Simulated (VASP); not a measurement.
# BN (P1) in VASP: notebook

Runs on BN. Level: PBE+D3(BJ). Tasks: single point.

Program: VASP 6.6.1. These are calculated values, not measurements. Logs are shortened: lines on timing, memory, paths and dates and some standing lists are left out, and cuts for length are marked.

## 1. The cell of the first run

The typed cell holds 18 atoms: a = 5.780 Å, b = 5.780 Å, c = 6.564 Å, α = 104.25°, β = 114.51°, γ = 104.44°.

## 2. Single point, PBE+D3(BJ)

INCAR reads:

```
ALGO = Normal
EDIFF = 1E-6
ENCUT = 520
GGA = PE
ISIF = 2
ISMEAR = -1
IVDW = 12
LASPH = T
LCHARG = T
LELF = T
LREAL = Auto
LVHAR = T
LWAVE = F
NBANDS = 51
NELM = 60
PREC = Accurate
SIGMA = 0.1034
```

KPOINTS reads:

```
Automatic mesh
0
Gamma
  2 2 2
  0.5 0.5 0.5
```

POSCAR reads:

```
BN
1.0
    1.2681028322     -3.5413121025      4.3891914187
   -1.2681028322     -3.5413121025     -4.3891914187
    5.0724113290      3.5413121025     -2.1945957093
B N
9 9
Direct
    0.7425795294      0.2701124546      0.9199546057
    0.3956016629      0.4531003318      0.7859585839
    0.0011850091      0.9682983768      1.0076969057
    0.3599989904      0.7675050077      0.1247378207
    0.0284862094      0.3521525875      0.3605758942
    0.6918735484      0.8876570284      0.5754544330
    0.3507251299      0.1083618692      0.4636793647
    0.0333930329      0.6778765424      0.6973250263
    0.7290843570      0.6151313003      0.2452464371
    0.8860553393      0.8330280033      0.7635457051
    0.6008565266      0.0785555090      0.6489086525
    0.2683471832      0.6316971081      0.8663562128
    0.6179909386      0.4412319734      0.9839666249
    0.2237975192      0.9242490759      0.1938197711
    0.9210440110      0.5373637304      0.4373138939
    0.6165190075      0.7893069128      0.3247859302
    0.2301271212      0.2954700075      0.5355982240
    0.9374892668      0.1912305365      0.1133695896
```

Potentials or basis: VASP PAW PBE potentials, release 64 (B, N).

Started as:

```
> cat potpaw_PBE.64/B/POTCAR potpaw_PBE.64/N/POTCAR > POTCAR
> mpirun -np 1 vasp_std > vasp.out
```

OUTCAR:

```text
EDIFF = 1E-6
   ENCUT = 520
   GGA = PE
   ISIF = 2
   ISMEAR = -1
   IVDW = 12
   LASPH = T
   LREAL = Auto
   NELM = 60
   PREC = Accurate
 IVDW          = 12

 ion  position               nearest neighbor table
   1  0.743  0.270  0.920-  13 1.44  11 1.56  18 1.56
   2  0.396  0.453  0.786-  17 1.40  13 1.43  12 1.52
   3  0.001  0.968  0.008-  10 1.36  14 1.49  18 1.51
   4  0.360  0.768  0.125-  14 1.45  16 1.47  12 1.47
   5  0.028  0.352  0.361-  17 1.43  18 1.44  15 1.45
   6  0.692  0.888  0.575-  11 1.40  16 1.43  10 1.45
[... 10 lines left out ...]
  17  0.230  0.295  0.536-   2 1.40   5 1.43   7 1.51
  18  0.937  0.191  0.113-   5 1.44   3 1.51   1 1.56

  LATTYP: Found a base centered monoclinic cell.
 ALAT       =     9.1374145365
 B/A-ratio  =     0.7751234418
 C/A-ratio  =     0.7342966653
 COS(beta)  =    -0.5765277405

  Lattice vectors:

 A1 = (  -1.2681028322,  -3.5413121025,  -4.3891914187)
 A2 = (  -1.2681028322,   3.5413121025,  -4.3891914187)
 A3 = (   6.3405141612,   0.0000000000,   2.1945957094)

Analysis of symmetry for initial positions (statically):
=====================================================================
 Subroutine PRICEL returns:
 Original cell was already a primitive cell.

 Routine SETGRP: Setting up the symmetry group for a
 base centered monoclinic supercell.

 Subroutine GETGRP returns: Found  1 space group operations
 (whereof  1 operations were pure point group operations)
 out of a pool of  4 trial point group operations.

The static configuration has the point symmetry C_1 .

Analysis of symmetry for dynamics (positions and initial velocities):
=====================================================================
 Subroutine PRICEL returns:
 Original cell was already a primitive cell.

 Routine SETGRP: Setting up the symmetry group for a
 base centered monoclinic supercell.

 Subroutine GETGRP returns: Found  1 space group operations
 (whereof  1 operations were pure point group operations)
 out of a pool of  4 trial point group operations.

The dynamic configuration has the point symmetry C_1 .

 Subroutine INISYM returns: Found  1 space group operations
 (whereof  1 operations are pure point group operations),
 and found     1 'primitive' translations

----------------------------------------------------------------------------------------

                                     Primitive cell

  volume of cell :     177.3968

  direct lattice vectors                    reciprocal lattice vectors
     1.268102832 -3.541312103  4.389191419     0.131429930 -0.141190605  0.075944132
    -1.268102832 -3.541312103 -4.389191419     0.043809977 -0.141190605 -0.126573554
     5.072411329  3.541312103 -2.194595709     0.175239907  0.000000000 -0.050629421

  length of vectors
     5.780482463  5.780482463  6.564030654     0.207306837  0.194614916  0.182407136

  position of ions in fractional coordinates (direct lattice)
     0.742579529  0.270112455  0.919954606
     0.395601663  0.453100332  0.785958584
     0.001185009  0.968298377  0.007696906
     0.359998990  0.767505008  0.124737821
     0.028486209  0.352152588  0.360575894
     0.691873548  0.887657028  0.575454433
[... 10 lines left out ...]
     0.230127121  0.295470008  0.535598224
     0.937489267  0.191230537  0.113369590

  ion indices of the primitive-cell ions
   primitive index   ion index
                 1           1
                 2           2
                 3           3
                 4           4
                 5           5
                 6           6
[... 10 lines left out ...]
                17          17
                18          18

----------------------------------------------------------------------------------------

 KPOINTS: Automatic mesh

Automatic generation of k-mesh.
 Grid dimensions read from file:
 generate k-points for:    2    2    2

 Generating k-lattice:

  Cartesian coordinates                     Fractional coordinates (reciprocal lattice)
     0.065714965 -0.070595303  0.037972066     0.500000000  0.000000000 -0.000000000
     0.021904988 -0.070595303 -0.063286777     0.000000000  0.500000000 -0.000000000
     0.087619953  0.000000000 -0.025314711     0.000000000 -0.000000000  0.500000000

  Length of vectors
     0.103653419  0.097307458  0.091203568

  Shift w.r.t. Gamma in fractional coordinates (k-lattice)
     0.500000000  0.500000000  0.500000000

 Subroutine IBZKPT returns following result:
 ===========================================

 Found      4 irreducible k-points:

 Following reciprocal coordinates:
            Coordinates               Weight
  0.250000  0.250000  0.250000      2.000000
 -0.250000  0.250000  0.250000      2.000000
  0.250000 -0.250000  0.250000      2.000000
 -0.250000 -0.250000  0.250000      2.000000
   k-points           NKPTS =      4   k-points in BZ     NKDIM =      4   number of bands    NBANDS=     51
   number of dos      NEDOS =    301   number of ions     NIONS =     18
   total plane-waves  NPLWV = 115200
   dimension x,y,z NGX =    48 NGY =   48 NGZ =   50
   dimension x,y,z NGXF=    96 NGYF=   96 NGZF=  100
   ions per type =               9   9
   NGX,Y,Z   is equivalent  to a cutoff of  13.80, 13.80, 12.66 a.u.
   NGXF,Y,Z  is equivalent  to a cutoff of  27.61, 27.61, 25.33 a.u.
 SYSTEM =  unknown system
   PREC   = accura    normal or accurate (medium, high low for compatibility)
   ISTART =      0    job   : 0-new  1-cont  2-samecut
   ICHARG =      2    charge: 1-file 2-atom 10-const
   ISPIN  =      1    spin polarized calculation?
   LNONCOLLINEAR =      F non collinear calculations
   LSORBIT =      F    spin-orbit coupling
   LASPH  =      T    aspherical Exc in radial PAW
   ENCUT  =  520.0 eV  38.22 Ry    6.18 a.u.  10.75 10.75 12.20*2*pi/ulx,y,z
   NELM   =     60;   NELMIN=  2; NELMDL= -5     # of ELM steps
   EDIFF  = 0.1E-05   stopping-criterion for ELM
   LREAL  =      T    real-space projection
   EDIFFG = 0.1E-04   stopping-criterion for IOM
   NSW    =      0    number of steps for IOM
   IBRION =     -1    ionic relax: 0-MD 1-quasi-New 2-CG
   NFREE  =      0    steps in history (QN), initial steepest desc. (CG)
   ISIF   =      2    stress and relaxation
   ISYM   =      2    0-nonsym 1-usesym 2-fastsym
   POTIM  = 0.5000    time-step for ionic-motion
   TEBEG  =    0.0;   TEEND  =   0.0 temperature during run
   PSTRESS=    0.0 pullay stress
   NELECT =      72.0000    total number of electrons
   NUPDOWN=      -1.0000    fix difference up-down
   EMIN   =  10.00;   EMAX   =-10.00  energy-range for DOS
   EFERMI =   0.00;   METHOD = LEGACY
   ISMEAR =    -1;   SIGMA  =   0.10  broadening in eV -4-tet -1-fermi 0-gaus
   EFERMI_NEDOS =   21; number of points for ismear=-14 and -15
   IALGO  =     38    algorithm
   IMIX   =      4    mixing-type and parameters
     AMIX     =   0.40;   BMIX     =  1.00
     AMIX_MAG =   1.60;   BMIX_MAG =  1.00
  volume/ion in A,a.u.               =       9.86        66.51
  Fermi-wavevector in a.u.,A,eV,Ry     =   1.212096  2.290530 19.989370  1.469177
  Thomas-Fermi vector in A             =   2.347591
   LORBIT       =      0    0 simple, 1 ext, 2 COOP (PROOUT), +10 PAW based schemes
   GGA     = PE    functional components
   LHFCALC =     F    Hartree Fock is set to
   AEXX    =    0.0000 exact exchange contribution
   IVDW    =    12    specifies the selected vdW correction
   LEPSILON=     F    determine dielectric tensor
   LRPA    =     F    only Hartree local field effects (RPA)
 non-spin polarized calculation
  energy-cutoff  :      520.00
  volume of cell :      177.40
 maximum number of plane-waves:      4780
 NGX is ok and might be reduce to    42
   NGX = 21   NGY = 21   NGZ = 25

 number of electron      72.0000000 magnetization

 Free energy of the ion-electron system (eV)
  ---------------------------------------------------
  ext. energy  EPLUGINS =         0.00000000
  ---------------------------------------------------
  free energy    TOTEN  =      -155.63734714 eV

  energy without entropy =     -155.63734714  energy(sigma->0) =     -155.63734714

 E-fermi :   3.7594     XC(G=0):  -9.6053

 val. band max:        1.7218792689   @ k =   0.2500  -0.2500   0.2500
 cond. band min:       5.8713168010   @ k =   0.2500  -0.2500   0.2500
 fundamental gap:      4.1494375321
 Fermi energy:         3.7593581289

 k-point     1 :       0.2500    0.2500    0.2500
  band No.  band energies     occupation
      1     -15.2068      2.00000
      2     -15.0434      2.00000
      3     -14.8622      2.00000
      4     -14.5354      2.00000
      5     -13.1565      2.00000
      6     -12.8057      2.00000
[... 40 lines left out ...]
     47      11.2537      0.00000
     48      11.5097      0.00000

 k-point     2 :      -0.2500    0.2500    0.2500
  band No.  band energies     occupation
      1     -15.5387      2.00000
      2     -15.2817      2.00000
      3     -14.1248      2.00000
      4     -13.7523      2.00000
      5     -13.5242      2.00000
      6     -13.1592      2.00000
[... 40 lines left out ...]
     47      10.7246      0.00000
     48      11.1839      0.00000

 k-point     3 :       0.2500   -0.2500    0.2500
  band No.  band energies     occupation
      1     -15.4114      2.00000
      2     -15.2042      2.00000
      3     -14.3474      2.00000
      4     -14.1482      2.00000
      5     -13.5156      2.00000
      6     -13.3532      2.00000
[... 40 lines left out ...]
     47      10.5794      0.00000
     48      10.7213      0.00000

 k-point     4 :      -0.2500   -0.2500    0.2500
  band No.  band energies     occupation
      1     -15.8013      2.00000
      2     -14.6227      2.00000
      3     -14.1996      2.00000
      4     -13.8719      2.00000
      5     -13.7608      2.00000
      6     -13.3638      2.00000
[... 40 lines left out ...]
     47      10.7815      0.00000
     48      11.2685      0.00000
 [bands above 48 left out]

------------------------ aborting loop because EDIFF is reached ----------------------------------------

 Edisp (eV)   -2.29676

 E8    (eV) :    -0.6689

  FORCE on cell =-STRESS in cart. coord.  units (eV):
  Direction    XX          YY          ZZ          XY          YZ          ZX
  --------------------------------------------------------------------------------------
  -------------------------------------------------------------------------------------
  Total     -11.28025    -2.61098   -13.92168     0.30834    -0.59060    -2.09158
  in kB    -101.87872   -23.58138  -125.73506     2.78480    -5.33408   -18.89036
  external pressure =      -83.73 kB  Pullay stress =        0.00 kB

 VOLUME and BASIS-vectors are now :
 -----------------------------------------------------------------------------
  energy-cutoff  :      520.00
  volume of cell :      177.40
      direct lattice vectors                 reciprocal lattice vectors
     1.268102832 -3.541312103  4.389191419     0.131429930 -0.141190605  0.075944132
    -1.268102832 -3.541312103 -4.389191419     0.043809977 -0.141190605 -0.126573554
     5.072411329  3.541312103 -2.194595709     0.175239907  0.000000000 -0.050629421

 POSITION                                       TOTAL-FORCE (eV/Angst)
 -----------------------------------------------------------------------------------
      5.26552     -0.32841      0.05482         0.328728      2.889275      2.662761
      3.91379     -0.22219     -1.97723         0.526748      1.072896     -4.210181
     -1.18736     -3.40599     -4.26174         4.315690     -0.535619     -2.646735
      0.11596     -3.55111     -2.06237         0.003749     -1.147800     -0.456532
      1.41855     -0.07105     -2.21195        -0.335923      0.588709      0.638804
      2.67067     -3.55575     -2.12222         0.378075     -0.746084     -0.089561
[... 10 lines left out ...]
      2.63391      0.03542     -1.46222         1.205227     -0.744594      3.963230
      1.52139     -3.59567      3.02667        -3.867088     -1.030119     -1.102029
 -----------------------------------------------------------------------------------
    total drift:                               -0.003522     -0.002795     -0.004934

  FREE ENERGIE OF THE ION-ELECTRON SYSTEM (eV)
  ---------------------------------------------------
  free  energy   TOTEN  =      -157.9341081410 eV

  energy  without entropy=     -157.9341081345  energy(sigma->0) =     -157.93410814
```

It took 2.6 min on 1 thread of Intel Xeon Platinum 8259CL at 2.50GHz (Skylake/Cascade Lake), shared host; peak memory 0.31 GiB.

Results:

| Property | Result |
| --- | --- |
| Free energy | -157.9341 eV |
| Pressure | -8.4 GPa |
| Largest force | 5.091 eV/Å |
| Band gap on the k mesh | 4.15 eV |
| Dispersion energy per atom | -0.128 eV |

Forces in eV/Å, atoms in the order of the input:
```
B    0.329  2.889  2.663
B    0.527  1.073 -4.210
B    4.316 -0.536 -2.647
B    0.004 -1.148 -0.457
B   -0.336  0.589  0.639
B    0.378 -0.746 -0.090
B   -0.760  0.093  1.792
B   -0.380  0.618  1.260
B    1.273  1.860  2.197
N   -1.728 -0.663  2.757
N    0.101 -0.345 -4.855
N    0.354  0.077 -1.343
N    0.835 -1.246  0.077
N    0.871 -0.095 -2.108
N   -1.748 -1.416 -0.485
N   -1.372  0.769  1.949
N    1.205 -0.745  3.963
N   -3.867 -1.030 -1.102
```

Stress tensor (GPa, compression positive):
```
-10.19   0.28  -1.89
  0.28  -2.36  -0.53
 -1.89  -0.53 -12.57
```

Caveat: the k points lie up to 0.61 Å⁻¹ apart; the atoms stand as in a frame of molecular dynamics; a shifted mesh leaves out Γ, where band edges can lie; forces of over 1 eV/Å act on the atoms, so gaps and moduli don't describe the material at rest. A k mesh can miss the band edges.

## 3. Single point, PBE+D3(BJ)

INCAR reads:

```
SYSTEM = BN
PREC     = Accurate       ! precision mode
ENCUT    = 520            ! plane-wave cutoff, eV
EDIFF    = 1E-7           ! SCF threshold, eV
ISMEAR   = -1             ! smearing method
SIGMA    = 0.1034         ! smearing width, eV
LREAL    = Auto         
LASPH    = .TRUE.         ! aspherical terms in the spheres
NELM     = 60             ! most SCF steps
ALGO     = Normal         ! electronic algorithm
ISIF     = 2              ! what is computed and relaxed
LWAVE    = .FALSE.        ! write WAVECAR
LCHARG   = .FALSE.        ! write CHGCAR
GGA      = PE             ! functional
IVDW     = 12             ! dispersion correction
NBANDS   = 51             ! bands
```

KPOINTS is that of step 2.

POSCAR reads:

```
BN
1.0
    1.2681028322     -3.5413121025      4.3891914187
   -1.2681028322     -3.5413121025     -4.3891914187
    5.0724113290      3.5413121025     -2.1945957093
B N
9 9
Direct
    0.7110972549      0.2283999904      0.9333786093
    0.4230638987      0.4780750903      0.8329809185
    0.0697842178      1.0244506099      1.0038762287
    0.3836212220      0.7884822410      0.1322874588
    0.0645916281      0.3519732066      0.3609905181
    0.6946503677      0.8806661308      0.5684724540
    0.3917587368      0.1484011399      0.4688408309
    0.1041806458      0.7040199966      0.6926502509
    0.6993716581      0.5402859108      0.2427612497
    0.9558616088      0.8710769713      0.7457633295
    0.5963511630      0.0846072120      0.6691779957
    0.3476419056      0.7005938604      0.9054621315
    0.5814421840      0.3896645440      1.0017092270
    0.2951502384      0.9797521586      0.2182480012
    0.9314475265      0.5135619371      0.4392325378
    0.5936918107      0.7283601254      0.3150088129
    0.2845781443      0.3253823557      0.5449283894
    0.9508925930      0.1931896250      0.1121073753
```

Potentials or basis: VASP PAW PBE potentials, release 64 (B, N).

Started as:

```
> cat potpaw_PBE.64/B/POTCAR potpaw_PBE.64/N/POTCAR > POTCAR
> mpirun -np 1 vasp_std > vasp.out
```

Wall time 2.2 min (1 thread of Intel Xeon Platinum 8259CL at 2.50GHz (Skylake/Cascade Lake), shared host); peak memory 0.32 GiB.

Results (log left out):

- Free energy: -157.5489 eV
- Pressure: -8.1 GPa
- Largest force: 6.102 eV/Å
- Band gap on the k mesh: 4.27 eV
- Dispersion energy per atom: -0.128 eV

Forces in eV/Å, atoms in the order of the input:
```
B   -0.987  0.160  2.928
B   -3.981  0.090 -0.665
B    2.761  1.421 -0.660
B    4.390 -0.549 -0.559
B    0.522  0.969 -1.020
B    1.371 -1.295 -0.520
B    1.978  1.624  2.586
B   -0.578  1.585 -1.806
B    4.494  0.004 -2.157
N    1.895 -0.145 -0.704
N   -1.377 -0.421  1.393
N   -5.449  0.546  2.691
N   -1.785 -0.765  1.485
N   -2.915 -0.607 -2.400
N   -0.313 -1.531  0.992
N   -0.095  0.550 -1.593
N    3.256 -0.857 -0.595
N   -3.188 -0.780  0.604
```

Stress tensor (GPa, compression positive):
```
-11.44   1.32  -3.51
  1.32  -2.22   0.19
 -3.51   0.19 -10.60
```

Levels at points of the mesh, in eV from the valence-band top:
| k point | band 32 | band 33 | band 34 | band 35 | band 36 | band 37 | band 38 | band 39 | band 40 | band 41 |
| --- | --- | --- | --- | --- | --- | --- | --- | --- | --- | --- |
| (0.25, 0.25, 0.25) | -1.27 | -0.97 | -0.80 | -0.52 | -0.26 | 4.37 | 4.79 | 4.90 | 4.99 | 5.09 |

Caveat: the k points lie up to 0.61 Å⁻¹ apart; the atoms stand as in a frame of molecular dynamics; a shifted mesh leaves out Γ, where band edges can lie; forces of over 1 eV/Å act on the atoms, so gaps and moduli don't describe the material at rest. A k mesh can miss the band edges.

[end of part 1 of 2]
